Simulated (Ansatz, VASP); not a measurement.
**One calculation of AgCl, two programs**

```
CELL_PARAMETERS angstrom
3.33116 0.00000 -0.36643
0.00000 3.33116 -0.36643
-0.36643 -0.36643 3.33116
ATOMIC_POSITIONS crystal
Ag 0.00000 0.00000 0.00000
Cl 0.50000 0.50000 0.50000
```

Change from the starting cell: engineering shear strain xz -0.2200, engineering shear strain yz -0.2200.

Alike in both runs: task single point; functional PBEsol; k mesh 10 × 10 × 10; occupations gaussian, width 0.05 eV; no spin polarisation.

```csv
,VASP,Ansatz
version,VASP 6.6.1,Ansatz 0.2.0
potentials or method,"VASP PAW PBE potentials, release 64 (Ag, Cl), cutoff 520 eV","scalar-relativistic, plane waves, PAW"
valence electrons in the cell,18,26
```

```tsv
	VASP	Ansatz	Ansatz less VASP
gap on the k mesh at the Fermi level (eV)	0.29	0.29	-0.002
least direct gap on the mesh (eV)	2.47	2.46	-0.007
pressure (GPa)	5.6	5.7	+0.12
traceless stress, the component that is largest in VASP (GPa)	2.16	2.19	+0.026
```

VASP's potentials were made for PBE, not for PBEsol. VASP's potentials hold 18 valence electrons a cell and Ansatz's 26, so a difference there can come from the potentials and not from the codes.
